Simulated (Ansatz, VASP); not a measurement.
Mo in VASP and in Ansatz

Contents of INCAR:

```
SYSTEM = Mo
AGGAC = 1.0
AGGAX = 1.0
ALDAC = 0.0
ALDAX = 1.0
ALGO = Normal
EDIFF = 1E-6
ENCUT = 520
GGA = B5
ISIF = 2
ISMEAR = -1
LASPH = .TRUE.
LCHARG = .FALSE.
LREAL = .FALSE.
LWAVE = .FALSE.
NBANDS = 13
NELM = 60
PREC = Accurate
SIGMA = 0.1
```

File KPOINTS:

```
k-points
0
G
  23 23 23
  0 0 0
```

File POSCAR:

```
Mo
1.0
   -1.5577383440      1.5577383440      1.5577383440
    1.5577383440     -1.5577383440      1.5577383440
    1.5577383440      1.5577383440     -1.5577383440
Mo
1
Direct
    0.0000000000      0.0000000000      0.0000000000
```

Input for Ansatz:

```yaml
crystal:
  lattice:
    - [-1.557738344, 1.557738344, 1.557738344]
    - [1.557738344, -1.557738344, 1.557738344]
    - [1.557738344, 1.557738344, -1.557738344]
  atoms:
    - { symbol: Mo, position: [0.0, 0.0, 0.0] }
hamiltonian:
  xc: blyp
  pseudopotentials:
    kind: paw
    azcp:
      Mo: "pseudopotentials/Mo.paw.azcp"
basis:
  ecutwfc: 420
  fft_grid_basis: typed
kpoints:
  mp_grid: { grid: [23, 23, 23], shift: [0, 0, 0] }
magnetization:
  spin_polarized: false
scf:
  occupations: { method: fermi_dirac, width: 0.1 }
output:
  stress: true
```

Alike in both runs: task single point; functional BLYP; k mesh 23 × 23 × 23; occupations fermi-dirac, width 0.1 eV; no spin polarisation.

|  | VASP | Ansatz |
| --- | --- | --- |
| version | VASP 6.6.1 | Ansatz 0.2.0 |
| potentials or method | VASP PAW PBE potentials, release 64 (Mo_sv), cutoff 520 eV | plane waves (420 eV) with PAW, scalar-relativistic |
| valence electrons in the cell | 14 | 14 |

Ansatz gave:

| Property | Result |
| --- | --- |
| pressure (GPa) | 22.8 |

Q: Estimate VASP's values.

A: Pressure (GPa): 24.0.

VASP's potentials were made for PBE, not for BLYP. With one functional, cell and mesh, what is left measures potentials, basis and numerics.
